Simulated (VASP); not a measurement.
# LiMg2 (C2/m) in VASP: a series of runs, part 2 of 2

VASP 6.6.1. The steps go on from the part before.

## (3) Electric field gradients, LDA (20.55 Å³/atom)

This run uses another cell than the first one, of 20.55 Å³/atom.

File INCAR:

```
SYSTEM = LiMg2
PREC = Accurate
ENCUT = 520
EDIFF = 1E-8
ISMEAR = -1
SIGMA = 0.05
LREAL = .FALSE.
LASPH = .TRUE.
NELM = 100
ALGO = Normal
ISIF = 2
LWAVE = .FALSE.
LCHARG = .FALSE.
LEFG = .TRUE.
NBANDS = 10
```

File KPOINTS:

```
Automatic mesh
0
G
  11 11 11
  0 0 0
```

File POSCAR:

```
LiMg2
1.0
    5.4301842578     -1.7269174650      0.0000000000
    5.4301842578      1.7269174650      0.0000000000
   -1.0979693164      0.0000000000      3.2863528843
Li Mg
1 2
Direct
    0.5000000000      0.5000000000      0.5000000000
    0.8413175900      0.8413175900      0.8411383200
    0.1586824100      0.1586824100      0.1588616800
```

Potentials or basis: VASP PAW LDA potentials, release 64 (Li_sv, Mg).

Run with:

```sh
> cat potpaw_LDA.64/Li_sv/POTCAR potpaw_LDA.64/Mg/POTCAR > POTCAR
> mpirun -np 1 vasp_std > vasp.out
```

OUTCAR:

```text
SYSTEM = LiMg2
   PREC = Accurate
   ENCUT = 520
   EDIFF = 1E-8
   ISMEAR = -1
   LREAL = .FALSE.
   LASPH = .TRUE.
   NELM = 100
   ISIF = 2

 ion  position               nearest neighbor table
   1  0.500  0.500  0.500-   3 2.94   3 2.94   2 2.94   2 2.94   3 2.94   2 2.94   3 2.94   2 2.94

   2  0.841  0.841  0.841-   1 2.94   1 2.94   1 2.94   1 2.94   3 3.08   3 3.08   3 3.09   3 3.09
                             3 3.27
   3  0.159  0.159  0.159-   1 2.94   1 2.94   1 2.94   1 2.94   2 3.08   2 3.08   2 3.09   2 3.09
                             2 3.27

  LATTYP: Found a base centered monoclinic cell.
 ALAT       =    10.8603685156
[... 540 lines left out ...]
---------------------------------------------------------------------
 ion       V_xx      V_yy      V_zz      V_xy      V_xz      V_yz
---------------------------------------------------------------------
   1       0.045    -0.033    -0.011     0.000     0.014     0.000
   2      -2.539     1.457     1.082    -0.000    -1.321    -0.000
   3      -2.539     1.457     1.082    -0.000    -1.321     0.000
---------------------------------------------------------------------

 Electric field gradients after diagonalization (V/A^2)
 (convention: |V_zz| > |V_xx| > |V_yy|)
----------------------------------------------------------------------
 ion       V_xx      V_yy      V_zz     asymmetry (V_yy - V_xx)/ V_zz
----------------------------------------------------------------------
   1      -0.033    -0.015     0.048       0.385
   2       1.513     1.457    -2.970       0.019
   3       1.513     1.457    -2.970       0.019
----------------------------------------------------------------------

           NMR quadrupolar parameters

 Cq : quadrupolar parameter    Cq=e*Q*V_zz/h
 eta: asymmetry parameters     (V_yy - V_xx)/ V_zz
 Q  : nuclear electric quadrupole moment in mb (millibarn)
----------------------------------------------------------------------
 ion       Cq(MHz)       eta       Q (mb)
----------------------------------------------------------------------
   1       0.000       0.385       1.000
   2      -0.007       0.019       1.000
   3      -0.007       0.019       1.000
----------------------------------------------------------------------
```

It took 3.9 min on 1 thread of Intel Xeon Platinum 8488C (Sapphire Rapids), shared host; peak memory 0.36 GiB.

Results:

```yaml
Free_energy: -5.8783 eV
Largest_force: 0.004 eV/Å
Band_gap_on_the_k_mesh: zero (an odd number of electrons rules out a gap without spin polarisation)
Largest_electric_field_gradient_by_atom: Li +0.0; Mg -3.0 V/Å²
```

Forces in eV/Å, atoms in the order of the input:
```
Li   0.000  0.000  0.000
Mg  -0.004  0.000  0.000
Mg   0.004  0.000  0.000
```

Levels at points of the mesh, in eV from the Fermi level:
```tsv
k point	band 2	band 3	band 4	band 5	band 6	band 7
(0.00, 0.00, 0.00)	-6.26	-1.17	-0.67	5.60	5.67	5.98
```

Electric field gradients, principal values (V/Å²):
| atom | least | middle | greatest (by size) |
| --- | --- | --- | --- |
| 1 Li | -0.015 | -0.033 | 0.048 |
| 2 Mg | 1.457 | 1.513 | -2.970 |
| 3 Mg | 1.457 | 1.513 | -2.970 |

Caveat: the cutoff is under 1.25 times the usual one of these potentials, so pressure, stress and relaxed cells hold a basis-set (Pulay) error; without QUAD_EFG the Cq values of the log hold for a quadrupole moment of 1 mb, not for the nuclei.

## (4) Electric field gradients, LDA (20.55 Å³/atom)

This run uses another cell than the first one, of 20.55 Å³/atom.

File INCAR:

```
PREC     = Accurate       # precision mode
ENCUT    = 520            # plane-wave cutoff, eV
EDIFF    = 1E-8           # SCF threshold, eV
ISMEAR   = -1             # smearing method
SIGMA    = 0.05           # smearing width, eV
LREAL    = False          # projectors in reciprocal space
LASPH    = True           # aspherical terms in the spheres
NELM     = 60             # most SCF steps
ALGO     = Normal         # electronic algorithm
ISIF     = 2              # what is computed and relaxed
LWAVE    = False          # write WAVECAR
LCHARG   = False          # write CHGCAR
GGA      = CA             # functional
LEFG     = True         
NBANDS   = 10             # bands
```

File KPOINTS:

```
Automatic mesh
0
Gamma
  11 11 11
```

POSCAR is that of step 3.

Potentials or basis: VASP PAW LDA potentials, release 64 (Li_sv, Mg).

Run with:

```sh
> cat potpaw_LDA.64/Li_sv/POTCAR potpaw_LDA.64/Mg/POTCAR > POTCAR
> mpirun -np 1 vasp_std > vasp.out
```

OUTCAR:

```text
PREC = Accurate
   ENCUT = 520
   EDIFF = 1E-8
   ISMEAR = -1
   LREAL = False
   LASPH = True
   NELM = 60
   ISIF = 2
   GGA = CA

 ion  position               nearest neighbor table
   1  0.500  0.500  0.500-   3 2.94   3 2.94   2 2.94   2 2.94   3 2.94   2 2.94   3 2.94   2 2.94

   2  0.841  0.841  0.841-   1 2.94   1 2.94   1 2.94   1 2.94   3 3.08   3 3.08   3 3.09   3 3.09
                             3 3.27
   3  0.159  0.159  0.159-   1 2.94   1 2.94   1 2.94   1 2.94   2 3.08   2 3.08   2 3.09   2 3.09
                             2 3.27

  LATTYP: Found a base centered monoclinic cell.
 ALAT       =    10.8603685156
 B/A-ratio  =     0.3180218908
[... 539 lines left out ...]
---------------------------------------------------------------------
 ion       V_xx      V_yy      V_zz      V_xy      V_xz      V_yz
---------------------------------------------------------------------
   1       0.045    -0.033    -0.011     0.000     0.014     0.000
   2      -2.539     1.457     1.082    -0.000    -1.321    -0.000
   3      -2.539     1.457     1.082    -0.000    -1.321     0.000
---------------------------------------------------------------------

 Electric field gradients after diagonalization (V/A^2)
 (convention: |V_zz| > |V_xx| > |V_yy|)
----------------------------------------------------------------------
 ion       V_xx      V_yy      V_zz     asymmetry (V_yy - V_xx)/ V_zz
----------------------------------------------------------------------
   1      -0.033    -0.015     0.048       0.385
   2       1.513     1.457    -2.970       0.019
   3       1.513     1.457    -2.970       0.019
----------------------------------------------------------------------

           NMR quadrupolar parameters

 Cq : quadrupolar parameter    Cq=e*Q*V_zz/h
 eta: asymmetry parameters     (V_yy - V_xx)/ V_zz
 Q  : nuclear electric quadrupole moment in mb (millibarn)
----------------------------------------------------------------------
 ion       Cq(MHz)       eta       Q (mb)
----------------------------------------------------------------------
   1       0.000       0.385       1.000
   2      -0.007       0.019       1.000
   3      -0.007       0.019       1.000
----------------------------------------------------------------------
```

OSZICAR:

```text
N       E                     dE             d eps       ncg     rms          rms(c)
DAV:   1     0.846006670880E+01    0.84601E+01   -0.26715E+03  7320   0.527E+02
DAV:   2    -0.407350652652E+01   -0.12534E+02   -0.12228E+02  9352   0.869E+01
DAV:   3    -0.597248982029E+01   -0.18990E+01   -0.18909E+01 12210   0.215E+01
DAV:   4    -0.602436653956E+01   -0.51877E-01   -0.51826E-01  9748   0.446E+00
DAV:   5    -0.602506933749E+01   -0.70280E-03   -0.70278E-03  9738   0.506E-01    0.128E+00
DAV:   6    -0.591429810815E+01    0.11077E+00   -0.20151E-01  8142   0.109E+00    0.738E-01
DAV:   7    -0.588102709196E+01    0.33271E-01   -0.10203E-01  8942   0.845E-01    0.252E-01
DAV:   8    -0.587828802269E+01    0.27391E-02   -0.58437E-03  8738   0.349E-01    0.262E-02
DAV:   9    -0.587827149387E+01    0.16529E-04   -0.95872E-05  9148   0.641E-02    0.889E-03
DAV:  10    -0.587826817844E+01    0.33154E-05   -0.77132E-06  9062   0.131E-02    0.153E-03
DAV:  11    -0.587826817351E+01    0.49262E-08   -0.29958E-07  9170   0.361E-03    0.782E-04
DAV:  12    -0.587826816751E+01    0.60013E-08   -0.17594E-08  7810   0.760E-04
   1 F= -.58782682E+01 E0= -.58741525E+01  d E =-.823126E-02
```

Run time: 4.1 min. Hardware: 1 thread of Intel Xeon Platinum 8488C (Sapphire Rapids), shared host; peak memory 0.36 GiB.

Results:

```
Free energy                             : -5.8783 eV
Largest force                           : 0.004 eV/Å
Band gap on the k mesh                  : zero (an odd number of electrons rules out a gap without spin polarisation)
Largest electric field gradient by atom : Li +0.0; Mg -3.0 V/Å²
```

Forces in eV/Å, atoms in the order of the input:
```
Li   0.000  0.000  0.000
Mg  -0.004  0.000  0.000
Mg   0.004  0.000  0.000
```

Electric field gradients, principal values (V/Å²):
```tsv
atom	least	middle	greatest (by size)
1 Li	-0.015	-0.033	0.048
2 Mg	1.457	1.513	-2.970
3 Mg	1.457	1.513	-2.970
```

Caveat: the cutoff is under 1.25 times the usual one of these potentials, so pressure, stress and relaxed cells hold a basis-set (Pulay) error; without QUAD_EFG the Cq values of the log hold for a quadrupole moment of 1 mb, not for the nuclei.
